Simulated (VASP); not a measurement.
# Au (Fm-3m) in VASP: further runs, part 2 of 2

VASP 6.6.1. The steps go on from the part before.

### 4 Single point, PBE

This run uses another cell than the first one, of 17.96 Å³/atom.

Input file INCAR:

```
PREC = Accurate ; ENCUT = 520
EDIFF = 1E-6 ; ISMEAR = 1
SIGMA = 0.1 ; LREAL = F
LASPH = T ; NELM = 80
ALGO = Normal ; ISIF = 2
LWAVE = F ; LCHARG = F
GGA = PE ; NBANDS = 12
```

Input file KPOINTS:

```
Automatic mesh
0
Gamma
  23 23 23
```

Input file POSCAR:

```
Au
1.0
    0.0000000000      2.0785387994      2.0785387994
    2.0785387994      0.0000000000      2.0785387994
    2.0785387994      2.0785387994      0.0000000000
Au
1
Direct
    0.0000000000      0.0000000000      0.0000000000
```

Potentials or basis: VASP PAW PBE potentials, release 64 (Au).

Started as:

```bash
$ cat potpaw_PBE.64/Au/POTCAR > POTCAR
$ mpirun -np 1 vasp_std > vasp.out
```

OUTCAR:

```text
PREC = Accurate
   ENCUT = 520
   EDIFF = 1E-6
   ISMEAR = 1
   LREAL = F
   LASPH = T
   NELM = 80
   ISIF = 2
   GGA = PE

 ion  position               nearest neighbor table
   1  0.000  0.000  0.000-

  LATTYP: Found a face centered cubic cell.
 ALAT       =     4.1570775988

  Lattice vectors:

 A1 = (   0.0000000000,   2.0785387994,   2.0785387994)
 A2 = (   2.0785387994,   0.0000000000,   2.0785387994)
 A3 = (   2.0785387994,   2.0785387994,   0.0000000000)

Analysis of symmetry for initial positions (statically):
=====================================================================
 Subroutine PRICEL returns:
 Original cell was already a primitive cell.

 Routine SETGRP: Setting up the symmetry group for a
 face centered cubic supercell.

 Subroutine GETGRP returns: Found 48 space group operations
 (whereof 48 operations were pure point group operations)
 out of a pool of 48 trial point group operations.

The static configuration has the point symmetry O_h .

Analysis of symmetry for dynamics (positions and initial velocities):
=====================================================================
 Subroutine PRICEL returns:
 Original cell was already a primitive cell.

 Routine SETGRP: Setting up the symmetry group for a
 face centered cubic supercell.

 Subroutine GETGRP returns: Found 48 space group operations
 (whereof 48 operations were pure point group operations)
 out of a pool of 48 trial point group operations.

The dynamic configuration has the point symmetry O_h .

 Subroutine INISYM returns: Found 48 space group operations
 (whereof 48 operations are pure point group operations),
 and found     1 'primitive' translations

----------------------------------------------------------------------------------------

                                     Primitive cell
[... 114 lines left out ...]
   GGA     = PE    functional components
   LHFCALC =     F    Hartree Fock is set to
   AEXX    =    0.0000 exact exchange contribution
   IVDW    =     0    specifies the selected vdW correction
   LEPSILON=     F    determine dielectric tensor
   LRPA    =     F    only Hartree local field effects (RPA)
 non-spin polarized calculation
 Methfessel and Paxton  Order N= 1 SIGMA  =   0.10
  energy-cutoff  :      520.00
  volume of cell :       17.96
 maximum number of plane-waves:       531
 NGX is ok and might be reduce to    24
   NGX = 11   NGY = 11   NGZ = 11

 number of electron      11.0000002 magnetization

 Free energy of the ion-electron system (eV)
  ---------------------------------------------------
  ext. energy  EPLUGINS =         0.00000000
  ---------------------------------------------------
  free energy    TOTEN  =        -3.21831021 eV

  energy without entropy =       -3.21786886  energy(sigma->0) =       -3.21816309

 E-fermi :   8.6474     XC(G=0): -12.4048

 val. band max:        8.6375448645   @ k =  -0.3043   0.2174   0.0435
 cond. band min:       8.6538345822   @ k =   0.4783   0.3478   0.0435
 fundamental gap:      0.0162897177
 Fermi energy:         8.6473982436

 k-point     1 :       0.0000    0.0000    0.0000
  band No.  band energies     occupation
      1      -0.6899      2.00000
      2       4.2012      2.00000
      3       4.2012      2.00000
      4       4.2012      2.00000
      5       5.5809      2.00000
      6       5.5809      2.00000
      7      23.2043      0.00000
      8      26.9014      0.00000
      9      26.9014      0.00000
     10      26.9014      0.00000
     11      31.6426      0.00000
     12      35.7282      0.00000
[... 331 lines left out ...]
 k-point    24 :      -0.4783    0.0435    0.0000
  band No.  band energies     occupation
      1       1.8210      2.00000
      2       4.1427      2.00000
      3       4.2040      2.00000
      4       6.4090      2.00000
      5       6.6607      2.00000
      6       8.2157      2.00000
      7      11.4330      0.00000
      8      22.6904      0.00000
      9      25.0259      0.00000
     10      25.2873      0.00000
     11      32.8142      0.00000
     12      32.8297      0.00000

 [... further k-points ...]

------------------------ aborting loop because EDIFF is reached ----------------------------------------

  FORCE on cell =-STRESS in cart. coord.  units (eV):
  Direction    XX          YY          ZZ          XY          YZ          ZX
  --------------------------------------------------------------------------------------
  -------------------------------------------------------------------------------------
  Total       -0.0252672     -0.0252672     -0.0252672      0.0000000     -0.0000000      0.0000000
  in kB       -2.2540485     -2.2540485     -2.2540485      0.0000000     -0.0000000      0.0000000
  external PRESSURE =      -2.2540485 kB  Pullay stress =       0.0000000 kB

 VOLUME and BASIS-vectors are now :
 -----------------------------------------------------------------------------
  energy-cutoff  :      520.00
  volume of cell :       17.96
      direct lattice vectors                 reciprocal lattice vectors
     0.000000000  2.078538799  2.078538799    -0.240553604  0.240553604  0.240553604
     2.078538799  0.000000000  2.078538799     0.240553604 -0.240553604  0.240553604
     2.078538799  2.078538799  0.000000000     0.240553604  0.240553604 -0.240553604

 POSITION                                       TOTAL-FORCE (eV/Angst)
 -----------------------------------------------------------------------------------
      0.00000      0.00000      0.00000         0.000000      0.000000      0.000000
 -----------------------------------------------------------------------------------
    total drift:                               -0.000000      0.000000     -0.000000

  FREE ENERGIE OF THE ION-ELECTRON SYSTEM (eV)
  ---------------------------------------------------
  free  energy   TOTEN  =        -3.2183102084 eV

  energy  without entropy=       -3.2178688639  energy(sigma->0) =       -3.21816309
```

OSZICAR:

```text
N       E                     dE             d eps       ncg     rms          rms(c)
DAV:   1     0.492163679168E+02    0.49216E+02   -0.55733E+03  9056   0.812E+02
DAV:   2    -0.279556640372E+01   -0.52012E+02   -0.48877E+02 10236   0.184E+02
DAV:   3    -0.348007694175E+01   -0.68451E+00   -0.68380E+00 10556   0.204E+01
DAV:   4    -0.348243284948E+01   -0.23559E-02   -0.23558E-02 10456   0.139E+00
DAV:   5    -0.348245112282E+01   -0.18273E-04   -0.18273E-04 10656   0.118E-01    0.796E+00
DAV:   6    -0.323547643562E+01    0.24697E+00   -0.69824E-01  9564   0.669E+00    0.521E+00
DAV:   7    -0.322016637428E+01    0.15310E-01   -0.52444E-02 10432   0.185E+00    0.264E+00
DAV:   8    -0.321831602858E+01    0.18503E-02   -0.10916E-03  9700   0.275E-01    0.234E-01
DAV:   9    -0.321830423910E+01    0.11789E-04   -0.71372E-06 10756   0.225E-02    0.236E-02
DAV:  10    -0.321831028626E+01   -0.60472E-05   -0.32999E-06 10296   0.178E-02    0.248E-03
DAV:  11    -0.321831020842E+01    0.77842E-07   -0.73873E-08  5792   0.210E-03
   1 F= -.32183102E+01 E0= -.32181631E+01  d E =-.441345E-03
```

stdout:

```text
POSCAR found type information on POSCAR Au
 POSCAR found :  1 types and       1 ions
 scaLAPACK will be used
 LDA part: xc-table for (Slater+PW92), standard interpolation
 POSCAR, INCAR and KPOINTS ok, starting setup
 FFT: planning ... GRIDC
 FFT: planning ... GRID_SOFT
 FFT: planning ... GRID
 WAVECAR not read
 entering main loop
```

Run time: 77 s. Hardware: 1 thread of Intel Xeon 8259CL, shared host; peak memory 0.21 GiB.

What came out:

```yaml
Free_energy: -3.2183 eV
Pressure: -0.2 GPa
Band_gap_on_the_k_mesh: zero (an odd number of electrons rules out a gap without spin polarisation)
```

Levels at points of the mesh, in eV from the Fermi level:
```csv
k point,band 3,band 4,band 5,band 6,band 7,band 8,band 9,band 10
"(0.00, 0.00, 0.00)",-4.45,-4.45,-3.07,-3.07,14.56,18.25,18.25,18.25
```

Caveat: spin-orbit coupling is left out, which moves the levels of the heavy elements.

### 5 The runs side by side

```tsv
level	potentials or basis	cell	gap on the mesh (eV)	pressure (GPa)
LDA	VASP PAW LDA potentials, release 64 (Au)	a = 2.862 Å, angles 60.0°, 1 atom	none	0.5
PBEsol	VASP PAW PBE potentials, release 64 (Au)	a = 2.887 Å, angles 60.0°, 1 atom	none	-0.3
PBE	VASP PAW PBE potentials, release 64 (Au)	a = 2.939 Å, angles 60.0°, 1 atom	none	-0.2
```

Alike in all rows: task single point; no spin polarisation; k mesh 23 × 23 × 23; cutoff (eV) 520; smearing methfessel-paxton 0.1 eV.

Caveats: spin-orbit coupling is left out, which moves the levels of the heavy elements; the PAW data sets were made with another functional, which shifts forces and pressure a little (at least some runs).

Total energies depend on the potentials used, so only differences within one code and one set of settings carry meaning.
